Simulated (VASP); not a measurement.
The system is Ni.

```
CELL_PARAMETERS angstrom
3.95407 0.00000 0.00000
-1.97704 3.42433 0.00000
0.00000 0.00000 2.42385
ATOMIC_POSITIONS crystal
Ni 0.00000 0.00000 0.00000
Ni 0.33333 0.66667 0.50000
Ni 0.66667 0.33333 0.50000
```

This isn't the form of Ni at room conditions, which is fcc.

| Property | Result |
| --- | --- |
| Program | VASP 6.6.1 |
| Task | relaxation of cell and atoms |
| Functional | PBE |
| Potentials or basis | VASP PAW PBE potentials, release 64 (Ni) |
| Cutoff | 600 eV |
| k mesh | 9 × 9 × 13 |
| Occupations | fermi-dirac, width 0.1 eV |
| Spin | no spin polarisation |

At the start: pressure 2.3 GPa; volume 10.94 Å³/atom.

Question: Where does the relaxation end?

Answer: Over 7 steps the energy falls by 3.5 meV/atom and the volume is 11.05 Å³/atom (+1.0 %); space group P6/mmm (No. 191, to 0.1 Å) before and after.

The path:
```csv
step,energy change (eV),largest force (eV/Å),pressure (GPa),volume (Å³)
1,0.0000,0.0000,2.25,32.82
2,-0.0079,0.0000,-2.18,33.55
3,-0.0095,0.0000,-1.21,33.33
4,-0.0095,0.0000,-0.79,33.31
5,-0.0095,0.0000,-0.85,33.32
6,-0.0104,0.0000,0.39,33.11
7,-0.0105,0.0000,0.03,33.16
```

Final structure:
```xyz
3
Lattice="3.9928 0.0000 0.0000 -1.9964 3.4578 0.0000 0.0000 0.0000 2.4018" Properties=species:S:1:pos:R:3 pbc="T T T"
Ni    0.0000    0.0000    0.0000
Ni    0.0000    2.3052    1.2009
Ni    1.9964    1.1526    1.2009
```

Caveat: the run has no spin polarisation, though such a crystal can be magnetic.
